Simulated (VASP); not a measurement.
A run of VASP 6.6.1 is set up as follows.

INCAR

```
ALGO = Normal
EDIFF = 1E-8
ENCUT = 600
GGA = PS
IBRION = 6
ISIF = 3
ISMEAR = 0
LASPH = True
LCHARG = False
LREAL = False
LWAVE = False
NBANDS = 16
NELM = 80
NFREE = 2
NSW = 1
POTIM = 0.015
PREC = Accurate
SIGMA = 0.01
```

Contents of KPOINTS:

```
k-points
0
Gamma
  10 10 10
```

The input POSCAR:

```
GaN
1.0
    0.0000000000      2.1982346468      2.1982346468
    2.1982346468      0.0000000000      2.1982346468
    2.1982346468      2.1982346468      0.0000000000
Ga N
1 1
Direct
    0.0000000000      0.0000000000      0.0000000000
    0.2500000000      0.2500000000      0.2500000000
```

Potentials or basis: VASP PAW PBE potentials, release 64 (Ga_d, N).

Command:

```bash
$ cat potpaw_PBE.64/Ga_d/POTCAR potpaw_PBE.64/N/POTCAR > POTCAR
$ mpirun -np 1 vasp_std > vasp.out
```

What does it give for the elastic constants C11, C12, C44?

311, 196, 161 GPa.

Estimate the Voigt bulk modulus.

234 GPa.

What does it give for the highest phonon frequency at Γ, LO-TO splitting left out?

590 cm⁻¹.

Elastic tensor in Voigt notation (GPa, in the Cartesian axes of the cell as first typed):
```
311 196 196   0   0   0
196 311 196   0   0   0
196 196 311   0   0   0
  0   0   0 161   0   0
  0   0   0   0 161   0
  0   0   0   0   0 161
```

Caveat: the cell is under stress, which shifts elastic constants; the PAW data sets were made with another functional, which shifts forces and pressure a little.
